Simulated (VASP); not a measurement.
# As (R-3m) in VASP: single point with r2SCAN

Aim: the single point of As with r2SCAN.

Program: VASP 6.6.1. These are calculated values, not measurements. Logs are shortened: lines on timing, memory, paths and dates and some standing lists are left out, and cuts for length are marked.

### Step 1. The cell of the first run

Symmetry: R-3m, No. 166, trigonal system. The conventional cell has a = 3.759 Å, b = 3.759 Å, c = 10.457 Å, α = 90.00°, β = 90.00°, γ = 120.00°. Within 3.3 Å of As (site symmetry 3m) lie 6 As at 2.52 to 3.10 Å.

### Step 2. Single point, r2SCAN

Input file POSCAR:

```
As
1.0
    1.8797494575      1.0852738553      3.4857700000
   -1.8797494575      1.0852738553      3.4857700000
    0.0000000000     -2.1705477106      3.4857700000
As
2
Direct
    0.2275400000      0.2275400000      0.2275400000
    0.7724600000      0.7724600000      0.7724600000
```

Input file INCAR.step1:

```
ALGO = Normal ; EDIFF = 1E-4
ENCUT = 520 ; GGA = PE
ISMEAR = 0 ; LASPH = T
LCHARG = F ; LREAL = F
LWAVE = T ; NBANDS = 12
NELM = 60 ; PREC = Accurate
SIGMA = 0.15
```

Input file INCAR.step2:

```
ALGO = Normal ; EDIFF = 1E-7
ENCUT = 520 ; ISIF = 2
ISMEAR = 0 ; ISTART = 1
LASPH = T ; LCHARG = F
LMIXTAU = T ; LREAL = F
LWAVE = F ; METAGGA = R2SCAN
NBANDS = 12 ; NELM = 60
PREC = Accurate ; SIGMA = 0.15
```

Input file KPOINTS:

```
k-points
0
Gamma
  15 15 15
```

Potentials or basis: VASP PAW PBE potentials, release 64 (As).

The run is started by

```
$ cat potpaw_PBE.64/As/POTCAR > POTCAR
$ cp INCAR.step1 INCAR
$ mpirun -np 1 vasp_std > vasp.out
$ cp INCAR.step2 INCAR
$ mpirun -np 1 vasp_std > vasp.out
```

OUTCAR:

```text
EDIFF = 1E-7
   ENCUT = 520
   ISIF = 2
   ISMEAR = 0
   ISTART = 1
   LASPH = T
   LREAL = F
   METAGGA = R2SCAN
   NELM = 60
   PREC = Accurate

 ion  position               nearest neighbor table
   1  0.228  0.228  0.228-   2 2.52   2 2.52   2 2.52
   2  0.772  0.772  0.772-   1 2.52   1 2.52   1 2.52

  LATTYP: Found a trigonal (rhomboedric) cell.
 ALAT       =     4.1063207202
 COS(alpha) =     0.5808936906

  Lattice vectors:

 A1 = (   1.8797494575,   1.0852738553,   3.4857700000)
 A2 = (  -1.8797494575,   1.0852738553,   3.4857700000)
 A3 = (   0.0000000000,  -2.1705477106,   3.4857700000)

Analysis of symmetry for initial positions (statically):
=====================================================================
 Subroutine PRICEL returns:
 Original cell was already a primitive cell.

 Routine SETGRP: Setting up the symmetry group for a
 trigonal (rhombohedral) supercell.

 Subroutine GETGRP returns: Found 12 space group operations
 (whereof 12 operations were pure point group operations)
 out of a pool of 12 trial point group operations.

The static configuration has the point symmetry D_3d.

Analysis of symmetry for dynamics (positions and initial velocities):
=====================================================================
 Subroutine PRICEL returns:
 Original cell was already a primitive cell.

 Routine SETGRP: Setting up the symmetry group for a
 trigonal (rhombohedral) supercell.

 Subroutine GETGRP returns: Found 12 space group operations
 (whereof 12 operations were pure point group operations)
 out of a pool of 12 trial point group operations.

The dynamic configuration has the point symmetry D_3d.

 Subroutine INISYM returns: Found 12 space group operations
 (whereof 12 operations are pure point group operations),
 and found     1 'primitive' translations

----------------------------------------------------------------------------------------

                                     Primitive cell

  volume of cell :      42.6667

  direct lattice vectors                    reciprocal lattice vectors
     1.879749457  1.085273855  3.485770000     0.265992895  0.153571070  0.095626887
    -1.879749457  1.085273855  3.485770000    -0.265992895  0.153571070  0.095626887
     0.000000000 -2.170547711  3.485770000     0.000000000 -0.307142139  0.095626887

  length of vectors
     4.106320720  4.106320720  4.106320720     0.321684310  0.321684310  0.321684310

  position of ions in fractional coordinates (direct lattice)
     0.227540000  0.227540000  0.227540000
     0.772460000  0.772460000  0.772460000

  ion indices of the primitive-cell ions
   primitive index   ion index
                 1           1
                 2           2

----------------------------------------------------------------------------------------

 KPOINTS: k-points

Automatic generation of k-mesh.
 Grid dimensions read from file:
 generate k-points for:   15   15   15

 Generating k-lattice:

  Cartesian coordinates                     Fractional coordinates (reciprocal lattice)
     0.017732860  0.010238071  0.006375126     0.066666667  0.000000000 -0.000000000
    -0.017732860  0.010238071  0.006375126     0.000000000  0.066666667 -0.000000000
     0.000000000 -0.020476143  0.006375126    -0.000000000 -0.000000000  0.066666667

  Length of vectors
     0.021445621  0.021445621  0.021445621

  Shift w.r.t. Gamma in fractional coordinates (k-lattice)
     0.000000000  0.000000000  0.000000000

 Subroutine IBZKPT returns following result:
 ===========================================

 Found    344 irreducible k-points:

 Following reciprocal coordinates:
            Coordinates               Weight
  0.000000  0.000000  0.000000      1.000000
  0.066667  0.000000  0.000000      6.000000
  0.133333  0.000000  0.000000      6.000000
  0.200000  0.000000  0.000000      6.000000
  0.266667  0.000000  0.000000      6.000000
  0.333333  0.000000  0.000000      6.000000
[... 16 lines left out ...]
  0.133333  0.133333  0.000000      6.000000
  0.200000  0.133333 -0.000000     12.000000
 [... further k-points ...]
   k-points           NKPTS =    344   k-points in BZ     NKDIM =    344   number of bands    NBANDS=     12
   number of dos      NEDOS =    301   number of ions     NIONS =      2
   total plane-waves  NPLWV =  32768
   dimension x,y,z NGX =    32 NGY =   32 NGZ =   32
   dimension x,y,z NGXF=    64 NGYF=   64 NGZF=   64
   ions per type =               2
   NGX,Y,Z   is equivalent  to a cutoff of  12.96, 12.96, 12.96 a.u.
   NGXF,Y,Z  is equivalent  to a cutoff of  25.91, 25.91, 25.91 a.u.
 SYSTEM =  unknown system
   PREC   = accura    normal or accurate (medium, high low for compatibility)
   ISTART =      1    job   : 0-new  1-cont  2-samecut
   ICHARG =      0    charge: 1-file 2-atom 10-const
   ISPIN  =      1    spin polarized calculation?
   LNONCOLLINEAR =      F non collinear calculations
   LSORBIT =      F    spin-orbit coupling
   LASPH  =      T    aspherical Exc in radial PAW
   ENCUT  =  520.0 eV  38.22 Ry    6.18 a.u.   7.64  7.64  7.64*2*pi/ulx,y,z
   NELM   =     60;   NELMIN=  2; NELMDL=  0     # of ELM steps
   EDIFF  = 0.1E-06   stopping-criterion for ELM
   LREAL  =      F    real-space projection
   EDIFFG = 0.1E-05   stopping-criterion for IOM
   NSW    =      0    number of steps for IOM
   IBRION =     -1    ionic relax: 0-MD 1-quasi-New 2-CG
   NFREE  =      0    steps in history (QN), initial steepest desc. (CG)
   ISIF   =      2    stress and relaxation
   ISYM   =      2    0-nonsym 1-usesym 2-fastsym
   POTIM  = 0.5000    time-step for ionic-motion
   TEBEG  =    0.0;   TEEND  =   0.0 temperature during run
   PSTRESS=    0.0 pullay stress
   NELECT =      10.0000    total number of electrons
   NUPDOWN=      -1.0000    fix difference up-down
   EMIN   =  10.00;   EMAX   =-10.00  energy-range for DOS
   EFERMI =   0.00;   METHOD = LEGACY
   ISMEAR =     0;   SIGMA  =   0.15  broadening in eV -4-tet -1-fermi 0-gaus
   EFERMI_NEDOS =   21; number of points for ismear=-14 and -15
   IALGO  =     38    algorithm
   IMIX   =      4    mixing-type and parameters
     AMIX     =   0.40;   BMIX     =  1.00
     AMIX_MAG =   1.60;   BMIX_MAG =  1.00
  volume/ion in A,a.u.               =      21.33       143.96
  Fermi-wavevector in a.u.,A,eV,Ry     =   1.009358  1.907409 13.861654  1.018803
  Thomas-Fermi vector in A             =   2.142281
   LORBIT       =      0    0 simple, 1 ext, 2 COOP (PROOUT), +10 PAW based schemes
   METAGGA = R2SCAN    functional components
   LHFCALC =     F    Hartree Fock is set to
   AEXX    =    0.0000 exact exchange contribution
   IVDW    =     0    specifies the selected vdW correction
   LEPSILON=     F    determine dielectric tensor
   LRPA    =     F    only Hartree local field effects (RPA)
 non-spin polarized calculation
 Gauss-broadening in eV      SIGMA  =   0.15
  energy-cutoff  :      520.00
  volume of cell :       42.67
 maximum number of plane-waves:      1161
   NGX = 15   NGY = 15   NGZ = 15

 number of electron      10.0000000 magnetization

 Free energy of the ion-electron system (eV)
  ---------------------------------------------------
  ext. energy  EPLUGINS =         0.00000000
  ---------------------------------------------------
  free energy    TOTEN  =       -29.37331179 eV

  energy without entropy =      -29.37202972  energy(sigma->0) =      -29.37267075

 E-fermi :   5.5918     XC(G=0): -10.4548

 val. band max:        5.5720253966   @ k =   0.4000   0.2000   0.2000
 cond. band min:       5.6185219407   @ k =   0.4000   0.0667   0.0667
 fundamental gap:      0.0464965441
 Fermi energy:         5.5918115791

 k-point     1 :       0.0000    0.0000    0.0000
  band No.  band energies     occupation
      1     -10.3620      2.00000
      2      -0.4345      2.00000
      3       2.7126      2.00000
      4       3.2075      2.00000
      5       3.2075      2.00000
      6       7.3225      0.00000
      7       8.5091      0.00000
      8       8.5091      0.00000
      9      12.6603      0.00000
     10      12.6603      0.00000
     11      13.1832      0.00000
     12      14.6011      0.00000

 k-point     2 :       0.0667    0.0000    0.0000
  band No.  band energies     occupation
      1     -10.2991      2.00000
      2      -0.6853      2.00000
      3       2.7534      2.00000
      4       3.1629      2.00000
      5       3.1905      2.00000
      6       7.4515      0.00000
      7       8.3826      0.00000
      8       8.4522      0.00000
      9      12.2286      0.00000
     10      12.5611      0.00000
     11      12.7785      0.00000
     12      15.0595      0.00000

 k-point     3 :       0.1333    0.0000    0.0000
  band No.  band energies     occupation
      1     -10.1111      2.00000
      2      -1.3456      2.00000
      3       2.7034      2.00000
      4       3.0437      2.00000
      5       3.3250      2.00000
      6       7.5441      0.00000
      7       8.1447      0.00000
      8       8.2559      0.00000
      9      11.6321      0.00000
     10      12.4162      0.00000
     11      12.5965      0.00000
     12      16.1107      0.00000
[... 286 lines left out ...]
 k-point    23 :       0.1333    0.1333    0.0000
  band No.  band energies     occupation
      1     -10.0567      2.00000
      2      -1.4729      2.00000
      3       2.1775      2.00000
      4       2.7003      2.00000
      5       4.1874      2.00000
      6       6.9990      0.00000
      7       7.8720      0.00000
      8       9.0067      0.00000
      9      11.6697      0.00000
     10      12.8426      0.00000
     11      13.2939      0.00000
     12      15.2064      0.00000

 k-point    24 :       0.2000    0.1333   -0.0000
  band No.  band energies     occupation
      1      -9.8442      2.00000
      2      -1.9861      2.00000
      3       1.8761      2.00000
      4       2.4757      2.00000
      5       4.3486      2.00000
      6       6.7510      0.00000
      7       8.0328      0.00000
      8       9.0482      0.00000
      9      11.3546      0.00000
     10      12.9632      0.00000
     11      13.8859      0.00000
     12      15.5563      0.00000

 [... further k-points ...]
[... 5 lines left out ...]
  --------------------------------------------------------------------------------------
  -------------------------------------------------------------------------------------
  Total        0.4831202      0.4831202      0.4944590      0.0000000     -0.0000000      0.0000000
  in kB       18.1416395     18.1416395     18.5674225      0.0000000     -0.0000000      0.0000000
  external PRESSURE =      18.2835672 kB  Pullay stress =       0.0000000 kB

 VOLUME and BASIS-vectors are now :
 -----------------------------------------------------------------------------
  energy-cutoff  :      520.00
  volume of cell :       42.67
      direct lattice vectors                 reciprocal lattice vectors
     1.879749457  1.085273855  3.485770000     0.265992895  0.153571070  0.095626887
    -1.879749457  1.085273855  3.485770000    -0.265992895  0.153571070  0.095626887
     0.000000000 -2.170547711  3.485770000     0.000000000 -0.307142139  0.095626887

 POSITION                                       TOTAL-FORCE (eV/Angst)
 -----------------------------------------------------------------------------------
      0.00000      0.00000      2.37946         0.000000      0.000000     -0.013880
      0.00000      0.00000      8.07785         0.000000      0.000000      0.013880
 -----------------------------------------------------------------------------------
    total drift:                               -0.000000      0.000000     -0.000000

  FREE ENERGIE OF THE ION-ELECTRON SYSTEM (eV)
  ---------------------------------------------------
  free  energy   TOTEN  =       -29.3733117881 eV

  energy  without entropy=      -29.3720297180  energy(sigma->0) =      -29.37267075
```

Run time: 18 min. Hardware: 1 thread of Intel Xeon 8259CL, shared host; peak memory 0.29 GiB.

What came out:

```yaml
Free_energy: -29.3733 eV
Pressure: 1.8 GPa
Largest_force: 0.014 eV/Å
Band_gap_on_the_k_mesh: zero (bands 5 and 6 overlap by 0.33 eV)
```

Forces in eV/Å, atoms in the order of the input:
```
As   0.000  0.000 -0.014
As   0.000  0.000  0.014
```

Caveat: the PAW data sets were made with another functional, which shifts forces and pressure a little.

The gap in the log of VASP goes by the Fermi energy; the results here count the filled bands.